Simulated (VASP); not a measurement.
La3Zn, 4 atoms in the cell. It takes space group Pm-3m (No. 221, cubic). Conventional cell: a = 4.964 Å, b = 4.964 Å, c = 4.964 Å, α = 90.00°, β = 90.00°, γ = 90.00°. Within 4.6 Å of La (site symmetry 4/mmm) lie 8 La at 3.51 Å and 4 Zn at 3.51 Å. Within 4.6 Å of Zn (site symmetry m-3m) lie 12 La at 3.51 Å. 

```yaml
Program: VASP 6.6.1
Task: relaxation of cell and atoms
Functional: r2SCAN
Potentials_or_basis: VASP PAW PBE potentials, release 64 (La, Zn)
Cutoff: 600 eV
k_mesh: 4 × 4 × 4
Occupations: fermi-dirac, width 0.1 eV
Spin: no spin polarisation
Dipole_correction: no
Further_INCAR_settings: ALGO = Normal; EDIFF = 1e-06; IBRION = 2; EDIFFG = -0.01; NSW = 60; ISIF = 3
```

Potentials or basis: VASP PAW PBE potentials, release 64 (La, Zn).

Launch:

```console
$ cat potpaw_PBE.64/La/POTCAR potpaw_PBE.64/Zn/POTCAR > POTCAR
$ cp INCAR.step1 INCAR
$ mpirun -np 1 vasp_std > vasp.out
$ cp INCAR.step2 INCAR
$ mpirun -np 1 vasp_std > vasp.out
```

Hardware: 1 thread of Intel(R) Xeon(R) 6975P-C (Granite Rapids) (shared host).

Q: How long does it take, and how much memory?

A: Run time: 2.2 min on 1 thread of Intel(R) Xeon(R) 6975P-C (Granite Rapids), with other jobs on the host, peak memory 0.3 GiB. Counts: k points 10, ion steps 2.
